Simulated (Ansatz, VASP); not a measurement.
## One calculation of Ge, two programs

```
CELL_PARAMETERS angstrom
0.00000 2.82891 2.82891
2.82891 0.00000 2.82891
2.82891 2.82891 0.00000
ATOMIC_POSITIONS crystal
Ge 0.00000 0.00000 0.00000
Ge 0.25000 0.25000 0.25000
```

Alike in both runs: task single point; functional PBEsol; k mesh 10 × 10 × 10; occupations gaussian, width 0.1 eV; no spin polarisation.

|  | VASP | Ansatz |
| --- | --- | --- |
| version | VASP 6.6.1 | Ansatz 0.2.0 |
| potentials or method | VASP PAW PBE potentials, release 64 (Ge_d), cutoff 520 eV | plane-wave PAW, scalar-relativistic |
| valence electrons in the cell | 28 | 28 |

```tsv
	VASP	Ansatz	Ansatz less VASP
pressure (GPa)	0.2	0.6	+0.41
```

VASP's potentials were made for PBE, not for PBEsol, and Ansatz warns of the same on its side. With one functional, cell and mesh, what is left measures potentials, basis and numerics.
